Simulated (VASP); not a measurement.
# SrO (P6_3/mmc) in VASP: a series of runs

The runs below take SrO through single point, with r2SCAN.

Everything below comes from runs of VASP 6.6.1. Logs are shortened: lines on timing, memory, paths and dates and some standing lists are left out, and cuts for length are marked.

## (1) The cell of the first run

Symmetry: P6_3/mmc, No. 194, hexagonal system. Conventional cell: a = 3.577 Å, b = 3.577 Å, c = 6.258 Å, α = 90.00°, β = 90.00°, γ = 120.00°. Within 3.4 Å of Sr (site symmetry -6m2) lie 6 O at 2.59 Å. O (site symmetry -3m) has 6 Sr at 2.59 Å and 2 O at 3.13 Å within 3.4 Å.

## (2) Single point, r2SCAN

Input file POSCAR:

```
SrO
1.0
    3.5768204852      0.0000000000      0.0000000000
   -1.7884102426      3.0976174050      0.0000000000
    0.0000000000      0.0000000000      6.2584793785
Sr O
2 2
Direct
    0.6666666667      0.3333333333      0.7500000000
    0.3333333333      0.6666666667      0.2500000000
    0.0000000000      0.0000000000      0.5000000000
    0.0000000000      0.0000000000      0.0000000000
```

Input file INCAR.step1:

```
PREC = Accurate
ENCUT = 520
ISMEAR = -1
SIGMA = 0.05
LREAL = False
LASPH = True
NELM = 60
NBANDS = 24
GGA = PE
ALGO = Normal
EDIFF = 1E-4
LWAVE = True
LCHARG = False
```

Input file INCAR.step2:

```
PREC = Accurate
ENCUT = 520
EDIFF = 1E-6
ISMEAR = -1
SIGMA = 0.05
LREAL = False
LASPH = True
NELM = 60
ALGO = Normal
ISIF = 2
LWAVE = False
LCHARG = False
METAGGA = R2SCAN
LMIXTAU = True
NBANDS = 24
ISTART = 1
```

Input file KPOINTS:

```
Automatic mesh
0
Gamma
  9 9 5
```

Potentials or basis: VASP PAW PBE potentials, release 64 (Sr_sv, O).

On the command line:

```
cat potpaw_PBE.64/Sr_sv/POTCAR potpaw_PBE.64/O/POTCAR > POTCAR
cp INCAR.step1 INCAR
mpirun -np 1 vasp_std > vasp.out
cp INCAR.step2 INCAR
mpirun -np 1 vasp_std > vasp.out
```

OUTCAR:

```text
PREC = Accurate
   ENCUT = 520
   EDIFF = 1E-6
   ISMEAR = -1
   LREAL = False
   LASPH = True
   NELM = 60
   ISIF = 2
   METAGGA = R2SCAN
   ISTART = 1

 ion  position               nearest neighbor table
   1  0.667  0.333  0.750-   3 2.59   4 2.59   3 2.59   4 2.59   3 2.59   4 2.59   2 3.75   2 3.75
                             2 3.75   2 3.75   2 3.75   2 3.75
   2  0.333  0.667  0.250-   3 2.59   4 2.59   3 2.59   4 2.59   3 2.59   4 2.59   1 3.75   1 3.75
                             1 3.75   1 3.75   1 3.75   1 3.75
   3  0.000  0.000  0.500-   1 2.59   2 2.59   1 2.59   2 2.59   1 2.59   2 2.59
   4  0.000  0.000  0.000-   1 2.59   2 2.59   1 2.59   2 2.59   1 2.59   2 2.59

  LATTYP: Found a hexagonal cell.
 ALAT       =     3.5768204852
 C/A-ratio  =     1.7497325919

  Lattice vectors:

 A1 = (   3.5768204852,   0.0000000000,   0.0000000000)
 A2 = (  -1.7884102426,   3.0976174050,   0.0000000000)
 A3 = (   0.0000000000,   0.0000000000,   6.2584793785)

Analysis of symmetry for initial positions (statically):
=====================================================================
 Subroutine PRICEL returns:
 Original cell was already a primitive cell.

 Routine SETGRP: Setting up the symmetry group for a
 hexagonal supercell.

 Subroutine GETGRP returns: Found 24 space group operations
 (whereof 12 operations were pure point group operations)
 out of a pool of 24 trial point group operations.

The static configuration has the point symmetry D_3d.
 The point group associated with its full space group is D_6h.

Analysis of symmetry for dynamics (positions and initial velocities):
=====================================================================
 Subroutine PRICEL returns:
 Original cell was already a primitive cell.

 Routine SETGRP: Setting up the symmetry group for a
 hexagonal supercell.

 Subroutine GETGRP returns: Found 24 space group operations
 (whereof 12 operations were pure point group operations)
 out of a pool of 24 trial point group operations.

The dynamic configuration has the point symmetry D_3d.
 The point group associated with its full space group is D_6h.

 Subroutine INISYM returns: Found 24 space group operations
 (whereof 12 operations are pure point group operations),
 and found     1 'primitive' translations

----------------------------------------------------------------------------------------

                                     Primitive cell

[... 87 lines left out ...]
   ICHARG =      0    charge: 1-file 2-atom 10-const
   ISPIN  =      1    spin polarized calculation?
   LNONCOLLINEAR =      F non collinear calculations
   LSORBIT =      F    spin-orbit coupling
   LASPH  =      T    aspherical Exc in radial PAW
   ENCUT  =  520.0 eV  38.22 Ry    6.18 a.u.   6.65  6.65 11.64*2*pi/ulx,y,z
   NELM   =     60;   NELMIN=  2; NELMDL=  0     # of ELM steps
   EDIFF  = 0.1E-05   stopping-criterion for ELM
   LREAL  =      F    real-space projection
   EDIFFG = 0.1E-04   stopping-criterion for IOM
   NSW    =      0    number of steps for IOM
   IBRION =     -1    ionic relax: 0-MD 1-quasi-New 2-CG
   NFREE  =      0    steps in history (QN), initial steepest desc. (CG)
   ISIF   =      2    stress and relaxation
   ISYM   =      2    0-nonsym 1-usesym 2-fastsym
   POTIM  = 0.5000    time-step for ionic-motion
   TEBEG  =    0.0;   TEEND  =   0.0 temperature during run
   PSTRESS=    0.0 pullay stress
   NELECT =      32.0000    total number of electrons
   NUPDOWN=      -1.0000    fix difference up-down
   EMIN   =  10.00;   EMAX   =-10.00  energy-range for DOS
   EFERMI =   0.00;   METHOD = LEGACY
   ISMEAR =    -1;   SIGMA  =   0.05  broadening in eV -4-tet -1-fermi 0-gaus
   EFERMI_NEDOS =   21; number of points for ismear=-14 and -15
   IALGO  =     38    algorithm
   IMIX   =      4    mixing-type and parameters
     AMIX     =   0.40;   BMIX     =  1.00
     AMIX_MAG =   1.60;   BMIX_MAG =  1.00
  volume/ion in A,a.u.               =      17.34       116.99
  Fermi-wavevector in a.u.,A,eV,Ry     =   1.265106  2.390704 21.776031  1.600493
  Thomas-Fermi vector in A             =   2.398376
   LORBIT       =      0    0 simple, 1 ext, 2 COOP (PROOUT), +10 PAW based schemes
   METAGGA = R2SCAN    functional components
   LHFCALC =     F    Hartree Fock is set to
   AEXX    =    0.0000 exact exchange contribution
   IVDW    =     0    specifies the selected vdW correction
   LEPSILON=     F    determine dielectric tensor
   LRPA    =     F    only Hartree local field effects (RPA)
 non-spin polarized calculation
  energy-cutoff  :      520.00
  volume of cell :       69.34
 maximum number of plane-waves:      1895
 NGX is ok and might be reduce to    28
   NGX = 13   NGY = 13   NGZ = 23

 number of electron      32.0000008 magnetization

 Free energy of the ion-electron system (eV)
  ---------------------------------------------------
  ext. energy  EPLUGINS =         0.00000000
  ---------------------------------------------------
  free energy    TOTEN  =       -53.74110200 eV

  energy without entropy =      -53.74110200  energy(sigma->0) =      -53.74110200

 E-fermi :   2.8158     XC(G=0): -10.4745

 val. band max:        1.8112584432   @ k =   0.0000   0.0000   0.0000
 cond. band min:       5.3248103260   @ k =   0.4444   0.0000   0.0000
 fundamental gap:      3.5135518828
 Fermi energy:         2.8157508940

 k-point     1 :       0.0000    0.0000    0.0000
  band No.  band energies     occupation
      1     -32.3497      2.00000
      2     -32.2503      2.00000
      3     -16.0020      2.00000
      4     -14.6535      2.00000
      5     -13.4302      2.00000
      6     -13.4302      2.00000
[... 637 lines left out ...]
     23      11.8336      0.00000
     24      11.8336      0.00000

 [... further k-points ...]
[... 5 lines left out ...]
  --------------------------------------------------------------------------------------
  -------------------------------------------------------------------------------------
  Total       -0.6584847     -0.6584847     -0.7943428      0.0000000     -0.0000000      0.0000000
  in kB      -15.2146692    -15.2146692    -18.3537487      0.0000000     -0.0000000      0.0000000
  external PRESSURE =     -16.2610290 kB  Pullay stress =       0.0000000 kB

 VOLUME and BASIS-vectors are now :
 -----------------------------------------------------------------------------
  energy-cutoff  :      520.00
  volume of cell :       69.34
      direct lattice vectors                 reciprocal lattice vectors
     3.576820485  0.000000000  0.000000000     0.279577911  0.161414382  0.000000000
    -1.788410243  3.097617405  0.000000000     0.000000000  0.322828765  0.000000000
     0.000000000  0.000000000  6.258479378     0.000000000  0.000000000  0.159783222

 POSITION                                       TOTAL-FORCE (eV/Angst)
 -----------------------------------------------------------------------------------
      1.78841      1.03254      4.69386        -0.000000      0.000000      0.000000
     -0.00000      2.06508      1.56462         0.000000      0.000000      0.000000
      0.00000      0.00000      3.12924        -0.000000      0.000000      0.000000
      0.00000      0.00000      0.00000         0.000000      0.000000      0.000000
 -----------------------------------------------------------------------------------
    total drift:                               -0.000000      0.000000     -0.000000

  FREE ENERGIE OF THE ION-ELECTRON SYSTEM (eV)
  ---------------------------------------------------
  free  energy   TOTEN  =       -53.7411020030 eV

  energy  without entropy=      -53.7411020029  energy(sigma->0) =      -53.74110200
```

It took 4.4 min on 1 thread of Intel Xeon 8259CL, shared host; peak memory 0.23 GiB.

Results:

- Free energy: -53.7411 eV
- Pressure: -1.6 GPa
- Band gap on the k mesh: 3.51 eV (least direct gap 3.55 eV)

Caveat: the PAW data sets were made with another functional, which shifts forces and pressure a little.

## (3) Single point, r2SCAN

This run uses another cell than the first one, of 17.68 Å³/atom.

Input file POSCAR:

```
SrO
1.0
    3.6000472431      0.0000000000      0.0000000000
   -1.8000236215      3.1177323673      0.0000000000
    0.0000000000      0.0000000000      6.2991199937
Sr O
2 2
Direct
    0.6666666667      0.3333333333      0.7500000000
    0.3333333333      0.6666666667      0.2500000000
    0.0000000000      0.0000000000      0.5000000000
    0.0000000000      0.0000000000      0.0000000000
```

Input file INCAR.step1:

```
SYSTEM = SrO
  ALGO = Normal
  EDIFF = 1E-4
  ENCUT = 520
  GGA = PE
  ISMEAR = -1
  LASPH = .True.
  LCHARG = .False.
  LREAL = .False.
  LWAVE = .True.
  NBANDS = 24
  NELM = 80
  PREC = Accurate
  SIGMA = 0.05
```

Input file INCAR.step2:

```
SYSTEM = SrO
  ALGO = Normal
  EDIFF = 1E-6
  ENCUT = 520
  ISIF = 2
  ISMEAR = -1
  ISTART = 1
  LASPH = .True.
  LCHARG = .False.
  LMIXTAU = .True.
  LREAL = .False.
  LWAVE = .False.
  METAGGA = R2SCAN
  NBANDS = 24
  NELM = 80
  PREC = Accurate
  SIGMA = 0.05
```

Input file KPOINTS:

```
k-points
0
Gamma
  9 9 5
  0 0 0
```

Potentials or basis: VASP PAW PBE potentials, release 64 (Sr_sv, O).

On the command line:

```
cat potpaw_PBE.64/Sr_sv/POTCAR potpaw_PBE.64/O/POTCAR > POTCAR
cp INCAR.step1 INCAR
mpirun -np 1 vasp_std > vasp.out
cp INCAR.step2 INCAR
mpirun -np 1 vasp_std > vasp.out
```

Wall time 5.9 min (1 thread of Intel Xeon 8259CL, shared host); peak memory 0.23 GiB.

The run converged. Its results:

```
Free energy            : -53.7217 eV
Pressure               : -3.2 GPa
Band gap on the k mesh : 3.44 eV
```

Stress tensor (GPa, compression positive):
```
-2.99  0.00  0.00
 0.00 -2.99  0.00
 0.00  0.00 -3.57
```

Levels at points of the mesh, in eV from the valence-band top:
| k point | band 12 | band 13 | band 14 | band 15 | band 16 | band 17 | band 18 | band 19 | band 20 | band 21 |
| --- | --- | --- | --- | --- | --- | --- | --- | --- | --- | --- |
| (0.00, 0.00, 0.00) | -0.97 | -0.97 | -0.73 | -0.73 | 0.00 | 3.44 | 5.34 | 5.63 | 6.64 | 6.64 |

Caveat: the cell stands under tension; the PAW data sets were made with another functional, which shifts forces and pressure a little. A k mesh can miss the band edges.

(Part 1 of 2 ends here.)
